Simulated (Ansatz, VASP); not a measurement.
Two plane-wave programs on In

Contents of INCAR:

```
SYSTEM = In
PREC = Accurate
ENCUT = 520
EDIFF = 1E-6
ISMEAR = 0
SIGMA = 0.15
LREAL = .FALSE.
LASPH = .TRUE.
NELM = 60
ALGO = Normal
ISIF = 2
LWAVE = .FALSE.
LCHARG = .TRUE.
GGA = PS
LELF = .TRUE.
LVHAR = .TRUE.
NBANDS = 12
```

The input KPOINTS:

```
Automatic mesh
0
G
  18 18 18
  0 0 0
```

File POSCAR:

```
In
1.0
   -1.8260494828      1.8260494828      1.8260494828
    1.8260494828     -1.8260494828      1.8260494828
    1.8260494828      1.8260494828     -1.8260494828
In
1
Direct
    0.0000000000      0.0000000000      0.0000000000
```

Input for Ansatz:

```yaml
crystal:
  lattice:
    - [-1.8260494828, 1.8260494828, 1.8260494828]
    - [1.8260494828, -1.8260494828, 1.8260494828]
    - [1.8260494828, 1.8260494828, -1.8260494828]
  atoms:
    - { symbol: In, position: [0.0, 0.0, 0.0] }
basis:
  ecutwfc: 420
kpoints:
  mp_grid: { grid: [18, 18, 18] }
hamiltonian:
  xc: pbesol
scf:
  occupations: { method: gaussian, width: 0.15 }
output:
  forces: true
  stress: true
  eigenvalues: true
```

Change from the starting cell: strain -0.030 along x and y, -0.030 along z, atoms carried along.

Alike in both runs: task single point; functional PBEsol; k mesh 18 × 18 × 18; occupations gaussian, width 0.15 eV; no spin polarisation.

|  | VASP | Ansatz |
| --- | --- | --- |
| version | VASP 6.6.1 | Ansatz 0.2.0 |
| potentials or method | VASP PAW PBE potentials, release 64 (In_d), cutoff 520 eV | scalar-relativistic, plane waves, PAW |
| valence electrons in the cell | 13 | 13 |

```tsv
	VASP	Ansatz	Ansatz less VASP
gap on the k mesh at the Fermi level (eV)	none	none	-
pressure (GPa)	2.9	2.9	+0.01
```

VASP's potentials were made for PBE, not for PBEsol. A gap of «none» marks a metal or a gap that the smearing closes.
